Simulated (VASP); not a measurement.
## MgO: single point with PBE

Crystal: MgO.

```
Mg O
1.0
     2.64373    0.00000    0.00000
     0.00000    2.64373    0.00000
     0.00000    0.00000    2.64373
Mg O
1 1
Direct
  0.00000 0.00000 0.00000
  0.50000 0.50000 0.50000
```

```yaml
Program: VASP 6.6.1
Task: single point
Functional: PBE
Potentials_or_basis: VASP PAW PBE potentials, release 64 (Mg, O)
Cutoff: 600 eV
k_mesh: 8 × 8 × 8
Occupations: gaussian, width 0.05 eV
Spin: no spin polarisation
```

- Pressure: 1.7 GPa
- Band gap on the k mesh: 2.41 eV, indirect (least direct gap 3.40 eV)

Levels at points of the mesh, in eV from the valence-band top:
| k point | band 1 | band 2 | band 3 | band 4 | band 5 | band 6 | band 7 | band 8 | band 9 |
| --- | --- | --- | --- | --- | --- | --- | --- | --- | --- |
| (0.00, 0.00, 0.00) | -18.43 | -0.99 | -0.99 | -0.99 | 2.41 | 10.43 | 10.43 | 20.11 | 20.11 |
| (0.50, 0.00, 0.00) | -17.24 | -6.43 | -0.55 | -0.55 | 6.91 | 9.30 | 14.48 | 17.37 | 17.92 |
| (0.50, 0.50, 0.00) | -16.39 | -4.64 | -4.64 | 0.00 | 4.90 | 12.05 | 12.05 | 13.25 | 19.23 |
| (0.50, 0.50, 0.50) | -15.57 | -3.56 | -3.56 | -3.56 | 7.44 | 7.44 | 7.44 | 16.08 | 18.67 |

Run time: 13 s on 1 thread of Intel Xeon 8259CL, on a shared host, peak memory 0.14 GiB.

A k mesh can miss the band edges. PBE gaps usually lie below the measured ones, often by a third to a half.
